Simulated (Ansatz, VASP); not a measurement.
**Two plane-wave programs on Cs**

Contents of INCAR:

```
PREC     = Accurate       # precision mode
ENCUT    = 520            # plane-wave cutoff, eV
EDIFF    = 1E-6           # SCF threshold, eV
ISMEAR   = 1              # smearing method
SIGMA    = 0.01           # smearing width, eV
LREAL    = F              # projectors in reciprocal space
LASPH    = T              # aspherical terms in the spheres
NELM     = 100            # most SCF steps
ALGO     = Normal         # electronic algorithm
ISIF     = 2              # what is computed and relaxed
LWAVE    = F              # write WAVECAR
LCHARG   = F              # write CHGCAR
NBANDS   = 10             # bands
```

The input KPOINTS:

```
Automatic mesh
0
Gamma
  8 8 8
```

POSCAR

```
Cs
1.0
   -2.8840810378      2.8840810378      2.8840810378
    2.8840810378     -2.8840810378      2.8840810378
    2.8840810378      2.8840810378     -2.8840810378
Cs
1
Direct
    0.0000000000      0.0000000000      0.0000000000
```

Input for Ansatz:

```yaml
crystal:
  lattice:
    - [-2.8840810378, 2.8840810378, 2.8840810378]
    - [2.8840810378, -2.8840810378, 2.8840810378]
    - [2.8840810378, 2.8840810378, -2.8840810378]
  atoms:
    - { symbol: Cs, position: [0.0, 0.0, 0.0] }
hamiltonian:
  xc: lda
  pseudopotentials:
    kind: paw
    azcp:
      Cs: "pseudopotentials/Cs.paw.azcp"
basis:
  ecutwfc: 420
  fft_grid_basis: typed
kpoints:
  mp_grid: { grid: [8, 8, 8], shift: [0, 0, 0] }
magnetization:
  spin_polarized: false
scf:
  occupations: { method: methfessel_paxton, width: 0.01 }
  lower_state_search: "off"
output:
  stress: true
```

Alike in both runs: task single point; functional LDA; k mesh 8 × 8 × 8; occupations methfessel-paxton of order 1, width 0.01 eV; no spin polarisation.

|  | VASP | Ansatz |
| --- | --- | --- |
| version | VASP 6.6.1 | Ansatz 0.2.0 |
| potentials or method | VASP PAW LDA potentials, release 64 (Cs_sv), cutoff 520 eV | plane waves (420 eV) with PAW, scalar-relativistic |
| valence electrons in the cell | 9 | 9 |

|  | VASP | Ansatz | Ansatz less VASP |
| --- | --- | --- | --- |
| pressure (GPa) | 0.0 | 0.0 | +0.01 |

Ansatz warns that its potentials were made for another functional, while VASP's fit it. LDA's correlation is that of Perdew and Zunger in VASP and of Perdew and Wang (1992) in Ansatz.

Spin-orbit coupling is off throughout.
